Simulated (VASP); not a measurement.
A run of VASP 6.6.1 is set up as follows.

File INCAR:

```
SYSTEM = CdS
ALGO = Normal ; EDIFF = 1E-6
ENCUT = 500 ; GGA = PE
GGA_COMPAT = .False. ; ISIF = 2
ISMEAR = 0 ; LASPH = .True.
LCHARG = .False. ; LREAL = .False.
LWAVE = .False. ; NBANDS = 16
NELM = 120 ; PREC = Accurate
SIGMA = 0.02
```

File KPOINTS:

```
k-points
0
Gamma
  8 8 8
  0 0 0
```

Contents of POSCAR:

```
CdS
1.0
    0.0000000000      2.9629100571      2.9629100571
    2.9629100571      0.0000000000      2.9629100571
    2.9629100571      2.9629100571      0.0000000000
Cd S
1 1
Direct
    0.0000000000      0.0000000000      0.0000000000
    0.2500000000      0.2500000000      0.2500000000
```

Potentials or basis: VASP PAW PBE potentials, release 64 (Cd, S).

Command:

```console
$ cat potpaw_PBE.64/Cd/POTCAR potpaw_PBE.64/S/POTCAR > POTCAR
$ mpirun -np 1 vasp_std > vasp.out
```

What does it give for the band gap on the k mesh?

1.04 eV, direct.

Predict the pressure.

0.3 GPa.

A hybrid or GW would open this gap; PBE tends to underestimate it.
